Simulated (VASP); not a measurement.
# TaF3 (P-4m2) in VASP: single point with PBE

Aim: the single point of TaF3 with PBE.

Everything below comes from runs of VASP 6.6.1. Logs are shortened: lines on timing, memory, paths and dates and some standing lists are left out, and cuts for length are marked.

## Step 1: The cell of the first run

The typed cell holds 4 atoms: a = 4.164 Å, b = 4.164 Å, c = 4.168 Å, α = 90.00°, β = 90.00°, γ = 90.00°.

The cell was generated, and may not be a known phase.

## Step 2: Single point, PBE, collinear spin

The input, INCAR:

```
ALGO = Normal
EDIFF = 1E-7
ENCUT = 520
GGA = PE
ISIF = 2
ISMEAR = 0
ISPIN = 2
LASPH = T
LCHARG = T
LELF = T
LMAXMIX = 4
LORBIT = 11
LREAL = F
LVHAR = T
LWAVE = F
MAGMOM = 1 0 0 0
NBANDS = 28
NELM = 150
PREC = Accurate
SIGMA = 0.1
```

The input, KPOINTS:

```
k-points
0
Gamma
  6 6 4
```

The input, POSCAR:

```
TaF3
1.0
    4.1640426799      0.0000000000      0.0000000000
    0.0000000000      4.1640426799      0.0000000000
    0.0000000000      0.0000000000      4.1678608794
Ta F
1 3
Direct
    0.5000000000      0.5000000000      0.5000000000
    0.0000000000      0.5000000000      0.4995943179
    0.5000000000      0.0000000000      0.5004056821
    0.5000000000      0.5000000000      0.0000000000
```

Potentials or basis: VASP PAW PBE potentials, release 64 (Ta_pv, F).

Run with:

```sh
> cat potpaw_PBE.64/Ta_pv/POTCAR potpaw_PBE.64/F/POTCAR > POTCAR
> mpirun -np 1 vasp_std > vasp.out
```

OUTCAR:

```text
EDIFF = 1E-7
   ENCUT = 520
   GGA = PE
   ISIF = 2
   ISMEAR = 0
   ISPIN = 2
   LASPH = T
   LORBIT = 11
   LREAL = F
   NELM = 150
   PREC = Accurate

 ion  position               nearest neighbor table
   1  0.500  0.500  0.500-   2 2.08   3 2.08   3 2.08   2 2.08   4 2.08   4 2.08
   2  0.000  0.500  0.500-   1 2.08   1 2.08
   3  0.500  0.000  0.500-   1 2.08   1 2.08
   4  0.500  0.500  0.000-   1 2.08   1 2.08

  LATTYP: Found a simple tetragonal cell.
 ALAT       =     4.1640426799
 C/A-ratio  =     1.0009169453

  Lattice vectors:

 A1 = (   4.1640426799,   0.0000000000,   0.0000000000)
 A2 = (   0.0000000000,   4.1640426799,   0.0000000000)
 A3 = (   0.0000000000,   0.0000000000,   4.1678608794)

Analysis of symmetry for initial positions (statically):
=====================================================================
 Subroutine PRICEL returns:
 Original cell was already a primitive cell.

 Routine SETGRP: Setting up the symmetry group for a
 simple tetragonal supercell.

 Subroutine GETGRP returns: Found  8 space group operations
 (whereof  8 operations were pure point group operations)
 out of a pool of 16 trial point group operations.

The static configuration has the point symmetry D_2d.

Analysis of symmetry for dynamics (positions and initial velocities):
=====================================================================
 Subroutine PRICEL returns:
 Original cell was already a primitive cell.

 Routine SETGRP: Setting up the symmetry group for a
 simple tetragonal supercell.

 Subroutine GETGRP returns: Found  8 space group operations
 (whereof  8 operations were pure point group operations)
 out of a pool of 16 trial point group operations.

The dynamic configuration has the point symmetry D_2d.

Analysis of structural, dynamic, and magnetic symmetry:
=====================================================================
 Subroutine PRICEL returns:
 Original cell was already a primitive cell.

 Routine SETGRP: Setting up the symmetry group for a
 simple tetragonal supercell.

 Subroutine GETGRP returns: Found  8 space group operations
 (whereof  8 operations were pure point group operations)
 out of a pool of 16 trial point group operations.

The overall configuration has the point symmetry D_2d.

 Subroutine INISYM returns: Found  8 space group operations
 (whereof  8 operations are pure point group operations),
 and found     1 'primitive' translations

----------------------------------------------------------------------------------------

                                     Primitive cell

  volume of cell :      72.2676

  direct lattice vectors                    reciprocal lattice vectors
     4.164042680  0.000000000  0.000000000     0.240151237  0.000000000  0.000000000
     0.000000000  4.164042680  0.000000000     0.000000000  0.240151237  0.000000000
     0.000000000  0.000000000  4.167860879     0.000000000  0.000000000  0.239931233

  length of vectors
     4.164042680  4.164042680  4.167860879     0.240151237  0.240151237  0.239931233

  position of ions in fractional coordinates (direct lattice)
     0.500000000  0.500000000  0.500000000
     0.000000000  0.500000000  0.499594318
     0.500000000  0.000000000  0.500405682
     0.500000000  0.500000000  0.000000000

  ion indices of the primitive-cell ions
   primitive index   ion index
                 1           1
                 2           2
                 3           3
                 4           4

----------------------------------------------------------------------------------------

 KPOINTS: k-points

Automatic generation of k-mesh.
 Grid dimensions read from file:
 generate k-points for:    6    6    4

 Generating k-lattice:

  Cartesian coordinates                     Fractional coordinates (reciprocal lattice)
     0.040025206  0.000000000  0.000000000     0.166666667  0.000000000  0.000000000
     0.000000000  0.040025206  0.000000000     0.000000000  0.166666667  0.000000000
     0.000000000  0.000000000  0.059982808     0.000000000  0.000000000  0.250000000

  Length of vectors
     0.040025206  0.040025206  0.059982808

  Shift w.r.t. Gamma in fractional coordinates (k-lattice)
     0.000000000  0.000000000  0.000000000

 Subroutine IBZKPT returns following result:
 ===========================================

 Found     30 irreducible k-points:

 Following reciprocal coordinates:
            Coordinates               Weight
  0.000000  0.000000  0.000000      1.000000
  0.166667  0.000000  0.000000      4.000000
  0.333333  0.000000  0.000000      4.000000
  0.500000  0.000000  0.000000      2.000000
  0.166667  0.166667  0.000000      4.000000
  0.333333  0.166667  0.000000      8.000000
[... 16 lines left out ...]
  0.333333  0.000000  0.500000      4.000000
  0.500000  0.000000  0.500000      2.000000
 [... further k-points ...]
   k-points           NKPTS =     30   k-points in BZ     NKDIM =     30   number of bands    NBANDS=     28
   number of dos      NEDOS =    301   number of ions     NIONS =      4
   total plane-waves  NPLWV =  32768
   dimension x,y,z NGX =    32 NGY =   32 NGZ =   32
   dimension x,y,z NGXF=    64 NGYF=   64 NGZF=   64
   ions per type =               1   3
   NGX,Y,Z   is equivalent  to a cutoff of  12.78, 12.78, 12.76 a.u.
   NGXF,Y,Z  is equivalent  to a cutoff of  25.55, 25.55, 25.53 a.u.
 SYSTEM =  unknown system
   PREC   = accura    normal or accurate (medium, high low for compatibility)
   ISTART =      0    job   : 0-new  1-cont  2-samecut
   ICHARG =      2    charge: 1-file 2-atom 10-const
   ISPIN  =      2    spin polarized calculation?
   LNONCOLLINEAR =      F non collinear calculations
   LSORBIT =      F    spin-orbit coupling
   LASPH  =      T    aspherical Exc in radial PAW
   ENCUT  =  520.0 eV  38.22 Ry    6.18 a.u.   7.74  7.74  7.75*2*pi/ulx,y,z
   NELM   =    150;   NELMIN=  2; NELMDL= -5     # of ELM steps
   EDIFF  = 0.1E-06   stopping-criterion for ELM
   LREAL  =      F    real-space projection
   EDIFFG = 0.1E-05   stopping-criterion for IOM
   NSW    =      0    number of steps for IOM
   IBRION =     -1    ionic relax: 0-MD 1-quasi-New 2-CG
   NFREE  =      0    steps in history (QN), initial steepest desc. (CG)
   ISIF   =      2    stress and relaxation
   ISYM   =      2    0-nonsym 1-usesym 2-fastsym
   POTIM  = 0.5000    time-step for ionic-motion
   TEBEG  =    0.0;   TEEND  =   0.0 temperature during run
   PSTRESS=    0.0 pullay stress
   NELECT =      32.0000    total number of electrons
   NUPDOWN=      -1.0000    fix difference up-down
   EMIN   =  10.00;   EMAX   =-10.00  energy-range for DOS
   EFERMI =   0.00;   METHOD = LEGACY
   ISMEAR =     0;   SIGMA  =   0.10  broadening in eV -4-tet -1-fermi 0-gaus
   EFERMI_NEDOS =   21; number of points for ismear=-14 and -15
   IALGO  =     38    algorithm
   IMIX   =      4    mixing-type and parameters
     AMIX     =   0.40;   BMIX     =  1.00
     AMIX_MAG =   1.60;   BMIX_MAG =  1.00
  volume/ion in A,a.u.               =      18.07       121.92
  Fermi-wavevector in a.u.,A,eV,Ry     =   1.247796  2.357993 21.184206  1.556995
  Thomas-Fermi vector in A             =   2.381912
   LORBIT       =     11    0 simple, 1 ext, 2 COOP (PROOUT), +10 PAW based schemes
   GGA     = PE    functional components
   LHFCALC =     F    Hartree Fock is set to
   AEXX    =    0.0000 exact exchange contribution
   IVDW    =     0    specifies the selected vdW correction
   LEPSILON=     F    determine dielectric tensor
   LRPA    =     F    only Hartree local field effects (RPA)
 spin polarized calculation
 Gauss-broadening in eV      SIGMA  =   0.10
  energy-cutoff  :      520.00
  volume of cell :       72.27
 maximum number of plane-waves:      1980
 NGX is ok and might be reduce to    32
   NGX = 15   NGY = 15   NGZ = 15

 number of electron      31.9999997 magnetization       2.0001005

 Free energy of the ion-electron system (eV)
  ---------------------------------------------------
  ext. energy  EPLUGINS =         0.00000000
  ---------------------------------------------------
  free energy    TOTEN  =       -26.97854258 eV

  energy without entropy =      -26.96234584  energy(sigma->0) =      -26.97044421

 E-fermi :   2.7308     XC(G=0):  -8.1372

 val. band max:        2.7175746786   @ k =   0.3333   0.3333   0.2500
 cond. band min:       2.7332868993   @ k =   0.1667   0.1667   0.5000
 fundamental gap:      0.0157122207
 Fermi energy:         2.7307983727

 spin component 1

 k-point     1 :       0.0000    0.0000    0.0000
  band No.  band energies     occupation
      1     -34.4440      1.00000
      2     -34.4380      1.00000
      3     -34.4379      1.00000
      4     -24.3572      1.00000
      5     -24.0778      1.00000
      6     -24.0743      1.00000
[... 20 lines left out ...]
     27      11.8073      0.00000
[... 691 lines left out ...]
      6     -23.5990      1.00000
[... 20 lines left out ...]
     27      14.2105      0.00000
     28      14.9838      0.00000

 [... further k-points ...]

 spin component 2

 k-point     1 :       0.0000    0.0000    0.0000
  band No.  band energies     occupation
      1     -33.4055      1.00000
      2     -33.3941      1.00000
      3     -33.3941      1.00000
      4     -24.2839      1.00000
      5     -24.0185      1.00000
      6     -24.0159      1.00000
[... 20 lines left out ...]
     27      12.1579      0.00000
[... 691 lines left out ...]
      6     -23.5219      1.00000
[... 20 lines left out ...]
     27      15.1507      0.00000
     28      15.4602      0.00000

 [... further k-points ...]

------------------------ aborting loop because EDIFF is reached ----------------------------------------

  FORCE on cell =-STRESS in cart. coord.  units (eV):
  Direction    XX          YY          ZZ          XY          YZ          ZX
  --------------------------------------------------------------------------------------
  -------------------------------------------------------------------------------------
  Total        0.0279963      0.0279963     -0.1048220      0.0000000      0.0000000      0.0000000
  in kB        0.6206796      0.6206796     -2.3239098      0.0000000      0.0000000      0.0000000
  external PRESSURE =      -0.3608502 kB  Pullay stress =       0.0000000 kB

 VOLUME and BASIS-vectors are now :
 -----------------------------------------------------------------------------
  energy-cutoff  :      520.00
  volume of cell :       72.27
      direct lattice vectors                 reciprocal lattice vectors
     4.164042680  0.000000000  0.000000000     0.240151237  0.000000000  0.000000000
     0.000000000  4.164042680  0.000000000     0.000000000  0.240151237  0.000000000
     0.000000000  0.000000000  4.167860879     0.000000000  0.000000000  0.239931233

 POSITION                                       TOTAL-FORCE (eV/Angst)
 -----------------------------------------------------------------------------------
      2.08202      2.08202      2.08393         0.000000     -0.000000      0.000000
      0.00000      2.08202      2.08224        -0.000000      0.000000      0.003256
      2.08202      0.00000      2.08562         0.000000      0.000000     -0.003256
      2.08202      2.08202      0.00000         0.000000     -0.000000      0.000000
 -----------------------------------------------------------------------------------
    total drift:                                0.000000     -0.000000     -0.000000

  FREE ENERGIE OF THE ION-ELECTRON SYSTEM (eV)
  ---------------------------------------------------
  free  energy   TOTEN  =       -26.9785425835 eV

  energy  without entropy=      -26.9623458440  energy(sigma->0) =      -26.97044421

 total charge

# of ion       s       p       d       tot
------------------------------------------
    1        0.194   6.133   2.331   8.658
    2        1.731   4.380   0.000   6.111
    3        1.731   4.380   0.000   6.111
    4        1.731   4.380   0.000   6.111
--------------------------------------------------
tot          5.388  19.273   2.331  26.991

 magnetization (x)

# of ion       s       p       d       tot
------------------------------------------
    1        0.012   0.008   1.523   1.542
    2       -0.001   0.020   0.000   0.020
    3       -0.001   0.020   0.000   0.020
    4       -0.001   0.020   0.000   0.019
--------------------------------------------------
tot          0.010   0.068   1.523   1.601
```

Wall time 2.4 min (1 thread of Intel Xeon 8259CL, shared host); peak memory 0.25 GiB.

Results:

* Free energy: -26.9785 eV
* Pressure: 0.0 GPa
* Largest force: 0.003 eV/Å
* Band gap on the k mesh: zero (filled and empty bands overlap)
* Net moment: 2.00 μB per cell
* Site moments: Ta +1.54; F +0.02 μB
* Valence electrons inside the program's atomic spheres: Ta 8.66; F 6.11

Forces in eV/Å, atoms in the order of the input:
```
Ta   0.000  0.000  0.000
F    0.000  0.000  0.003
F    0.000  0.000 -0.003
F    0.000  0.000  0.000
```

Stress tensor (GPa, compression positive):
```
 0.06  0.00  0.00
 0.00  0.06  0.00
 0.00  0.00 -0.23
```

Caveat: the k points lie up to 0.38 Å⁻¹ apart, too coarse for converged energies and pressures of a metal; spin-orbit coupling is left out, which moves the levels of the heavy elements.
